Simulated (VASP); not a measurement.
A run of VASP 6.6.1 is set up as follows.

The input INCAR:

```
SYSTEM = Ga4SbN3
PREC = Accurate
ENCUT = 520
EDIFF = 1E-6
ISMEAR = -1
SIGMA = 0.02
LREAL = .False.
LASPH = .True.
NELM = 60
ALGO = Normal
ISIF = 2
LWAVE = .False.
LCHARG = .True.
GGA = PE
LELF = .True.
LVHAR = .True.
NBANDS = 46
```

The input KPOINTS:

```
Automatic mesh
0
Gamma
  6 6 6
  0 0 0
```

The input POSCAR:

```
Ga4SbN3
1.0
    4.9942866451      0.0000000000      0.0000000000
    0.0000000000      4.9942866451      0.0000000000
    0.0000000000      0.0000000000      4.9942866451
N Ga Sb
3 4 1
Direct
    0.5000000000      0.0000000000      0.0000000000
    0.0000000000      0.5000000000      0.0000000000
    0.0000000000      0.0000000000      0.5000000000
    0.2165727890      0.7834272110      0.7834272110
    0.7834272110      0.2165727890      0.7834272110
    0.7834272110      0.7834272110      0.2165727890
    0.2165727890      0.2165727890      0.2165727890
    0.5000000000      0.5000000000      0.5000000000
```

Potentials or basis: VASP PAW PBE potentials, release 64 (N, Ga_d, Sb).

The run is started by

```bash
$ cat potpaw_PBE.64/N/POTCAR potpaw_PBE.64/Ga_d/POTCAR potpaw_PBE.64/Sb/POTCAR > POTCAR
$ mpirun -np 1 vasp_std > vasp.out
```

(1) What does it give for the pressure?

(2) What does it give for the largest force?

(3) What does it give for the band gap on the k mesh?

## Answers

(1) 0.2 GPa.

(2) 0.011 eV/Å.

(3) zero (bands 36 and 37 overlap by 0.26 eV).

Caveat: semilocal functionals underestimate gaps, and a narrow one can read as zero; spin-orbit coupling is left out, which moves the levels of the heavy elements.
